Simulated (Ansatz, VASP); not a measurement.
**EuS in VASP and in Ansatz**

Contents of INCAR:

```
PREC = Accurate ; ENCUT = 600
EDIFF = 1E-6 ; ISMEAR = -1
SIGMA = 0.1 ; LREAL = F
LASPH = T ; NELM = 200
ALGO = Normal ; ISIF = 2
LWAVE = F ; LCHARG = F
ISPIN = 2 ; MAGMOM = 9.1 0
LORBIT = 11 ; LMAXMIX = 6
GGA = PS ; NBANDS = 22
GGA_COMPAT = F
```

KPOINTS

```
regular mesh
0
Gamma
  10 10 10
```

The input POSCAR:

```
EuS
1.0
    0.0000000000      2.9382450654      2.9382450654
    2.9382450654      0.0000000000      2.9382450654
    2.9382450654      2.9382450654      0.0000000000
Eu S
1 1
Direct
    0.0000000000      0.0000000000      0.0000000000
    0.5000000000      0.5000000000      0.5000000000
```

Input for Ansatz:

```yaml
crystal:
  lattice:
    - [0.0, 2.938245065357322, 2.938245065357322]
    - [2.938245065357322, 0.0, 2.938245065357322]
    - [2.938245065357322, 2.938245065357322, 0.0]
  atoms:
    - { symbol: Eu, position: [0.0, 0.0, 0.0], spin: 9.1 }
    - { symbol: S, position: [0.5, 0.5, 0.5] }
kpoints:
  mp_grid:
    grid: [10, 10, 10]
hamiltonian:
  xc: pbesol
  pseudopotentials:
    kind: all_electron
    relativity: none
    lapw: {}
magnetization:
  spin_polarized: true
scf:
  max_iter: 60
  mixing:
    algorithm: broyden
    preconditioner: resta
  occupations:
    method: fermi_dirac
```

Alike in both runs: task single point; functional PBEsol; k mesh 10 × 10 × 10; collinear spin.

|  | VASP | Ansatz |
| --- | --- | --- |
| version | VASP 6.6.1 | Ansatz 0.2.0 |
| potentials or method | VASP PAW PBE potentials, release 64 (Eu, S), cutoff 600 eV | all-electron (LAPW or listed datasets) |
| occupations | fermi-dirac, width 0.1 eV | fermi-dirac |

Ansatz gave:

```
net moment per atom (μB)                                      : 3.50
size of the moment on the site where the two differ most (μB) : 6.99
```

Task: What did VASP give for the same quantities?

Result: net moment per atom (μB): 3.46; size of the moment on the site where the two differ most (μB): 6.55.

VASP's potentials were made for PBE, not for PBEsol. Site moments also hang on the region over which each program counts them. Ansatz ran all-electron here, and VASP with PAW potentials. Ansatz's warnings: given moment on shells, stability check not made.

Spin-orbit coupling is off throughout.
